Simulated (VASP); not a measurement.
Input of a VASP 6.6.1 run:

Contents of INCAR:

```
SYSTEM = Rb
ALGO = Normal
EDIFF = 1E-7
ENCUT = 520
GGA = PS
ISIF = 2
ISMEAR = -1
LASPH = .TRUE.
LCHARG = .TRUE.
LELF = .TRUE.
LREAL = .FALSE.
LVHAR = .TRUE.
LWAVE = .FALSE.
NBANDS = 10
NELM = 100
PREC = Accurate
SIGMA = 0.05
```

Contents of KPOINTS:

```
k-points
0
G
  8 8 8
  0 0 0
```

The input POSCAR:

```
Rb
1.0
   -2.8621200000      2.8060000000      2.8060000000
    2.8060000000     -2.8621200000      2.8060000000
    2.8060000000      2.8060000000     -2.8621200000
Rb
1
Direct
    0.0000000000      0.0000000000      0.0000000000
```

Potentials or basis: VASP PAW PBE potentials, release 64 (Rb_sv).

The run is started by

```bash
$ cat potpaw_PBE.64/Rb_sv/POTCAR > POTCAR
$ mpirun -np 1 vasp_std > vasp.out
```

(1) What does it give for the pressure?

Results:

(1) -0.1 GPa.

Caveat: the cell differs from its parent crystal (equal xy, yz and zx shear strains of -2 %); the PAW data sets were made with another functional, which shifts forces and pressure a little.
